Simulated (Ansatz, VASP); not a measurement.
**Mg2CdSe3 in VASP and in Ansatz**

The input POSCAR:

```
Mg2CdSe3
1.0
    3.9535401222      0.0000000289      0.0000000000
   -1.9767700861      3.4238661663      0.0000000000
    0.0000000000      0.0000000000      9.6858294000
Mg Cd Se
2 1 3
Direct
    0.3333333333      0.6666666667      0.6628080000
    0.6666666667      0.3333333333      0.3371920000
    0.0000000000      0.0000000000      0.0000000000
    0.0000000000      0.0000000000      0.5000000000
    0.3333333333      0.6666666667      0.1758130000
    0.6666666667      0.3333333333      0.8241870000
```

INCAR.step1

```
SYSTEM = Mg2CdSe3
ALGO = Normal ; EDIFF = 1E-4
ENCUT = 520 ; GGA = PE
ISMEAR = 0 ; LASPH = .True.
LCHARG = .False. ; LREAL = .False.
LWAVE = .True. ; NBANDS = 26
NELM = 60 ; PREC = Accurate
SIGMA = 0.02
```

File INCAR.step2:

```
SYSTEM = Mg2CdSe3
ALGO = Normal ; EDIFF = 1E-6
ENCUT = 520 ; ISIF = 2
ISMEAR = 0 ; ISTART = 1
LASPH = .True. ; LCHARG = .False.
LMIXTAU = .True. ; LREAL = .False.
LWAVE = .False. ; METAGGA = R2SCAN
NBANDS = 26 ; NELM = 60
PREC = Accurate ; SIGMA = 0.02
```

KPOINTS

```
k-points
0
Gamma
  12 12 4
  0 0 0
```

Input for Ansatz:

```yaml
crystal:
  lattice:
    - [3.9535401222, 2.89e-08, 0.0]
    - [-1.9767700861, 3.4238661663, 0.0]
    - [0.0, 0.0, 9.6858294]
  atoms:
    - { symbol: Mg, position: [0.3333333333, 0.6666666667, 0.662808] }
    - { symbol: Mg, position: [0.6666666667, 0.3333333333, 0.337192] }
    - { symbol: Cd, position: [0.0, 0.0, 0.0] }
    - { symbol: Se, position: [0.0, 0.0, 0.5] }
    - { symbol: Se, position: [0.3333333333, 0.6666666667, 0.175813] }
    - { symbol: Se, position: [0.6666666667, 0.3333333333, 0.824187] }
basis:
  ecutwfc: 500
kpoints:
  mp_grid: { grid: [12, 12, 4] }
  band_path:
    path:
      - [[0.0, 0.0, 0.0], [0.5, 0.0, 0.0], [0.33333333, 0.33333333, 0.0], [0.0, 0.0, 0.0], [0.0, 0.0, 0.5], [0.5, 0.0, 0.5], [0.33333333, 0.33333333, 0.5], [0.0, 0.0, 0.5]]
      - [[0.5, 0.0, 0.5], [0.5, 0.0, 0.0]]
      - [[0.33333333, 0.33333333, 0.5], [0.33333333, 0.33333333, 0.0]]
    npoints: 14
hamiltonian:
  xc: r2scan
scf:
  occupations: { method: gaussian, width: 0.02 }
  n_extra_bands: 15
output:
  forces: true
  stress: true
  eigenvalues: true
  populations: true
  dos: { projected: true, de: 0.02, nscf_kmesh: { grid: [18, 18, 6] } }
  bader: true
  write_density: true
  write_potential: true
  elf: true
  volumetric_format: npy
```

Alike in both runs: task single point; functional r2SCAN; k mesh 12 × 12 × 4; occupations gaussian, width 0.02 eV; no spin polarisation.

|  | VASP | Ansatz |
| --- | --- | --- |
| version | VASP 6.6.1 | Ansatz 0.2.0 |
| potentials or method | VASP PAW PBE potentials, release 64 (Mg, Cd, Se), cutoff 520 eV | scalar-relativistic, plane waves, PAW |
| valence electrons in the cell | 34 | 88 |

|  | VASP | Ansatz | Ansatz less VASP |
| --- | --- | --- | --- |
| gap on the k mesh at the Fermi level (eV) | 1.41 | 1.43 | +0.025 |
| least direct gap on the mesh (eV) | 2.07 | 2.09 | +0.026 |
| pressure (GPa) | -1.5 | -1.4 | +0.05 |
| rms of the force components (eV/Å) | 0.004 | 0.016 | +0.0124 |

VASP's potentials were made for PBE, not for r2SCAN. Atom by atom the forces differ by 0.017 eV/Å (rms over components). VASP's potentials hold 34 valence electrons a cell and Ansatz's 88, so a difference there can come from the potentials and not from the codes.
